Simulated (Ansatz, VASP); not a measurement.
# Two plane-wave programs on Sb

```
CELL_PARAMETERS angstrom
5.12943 0.00000 0.00000
0.00000 4.24008 0.00000
0.00000 0.00000 29.02170
ATOMIC_POSITIONS crystal
Sb 0.05942 0.00000 0.37522
Sb 0.44058 0.50000 0.37522
Sb 0.55942 0.50000 0.27947
Sb 0.94058 0.00000 0.27947
```

Alike in both runs: task single point; functional LDA; k mesh 6 × 6 × 1; no spin polarisation.

|  | VASP | Ansatz |
| --- | --- | --- |
| version | VASP 6.6.1 | Ansatz 0.2.0 |
| potentials or method | VASP PAW LDA potentials, release 64 (Sb) | plane waves, PAW |
| plane-wave cutoff (eV) | 520 | 420 |
| occupations | gaussian, width 0.01 eV | fixed |
| valence electrons in the cell | 20 | 60 |

```tsv
	VASP	Ansatz	Ansatz less VASP
gap on the k mesh at the Fermi level (eV)	0.52	0.54	+0.027
rms of the force components (eV/Å)	0.074	0.096	+0.0220
```

LDA's correlation is that of Perdew and Zunger in VASP and of Perdew and Wang (1992) in Ansatz. Atom by atom the forces differ by 0.048 eV/Å (rms over components). VASP's potentials hold 20 valence electrons a cell and Ansatz's 60, so a difference there can come from the potentials and not from the codes. Ansatz's warnings: xc potential rough in thin density.

Spin-orbit coupling is off throughout.
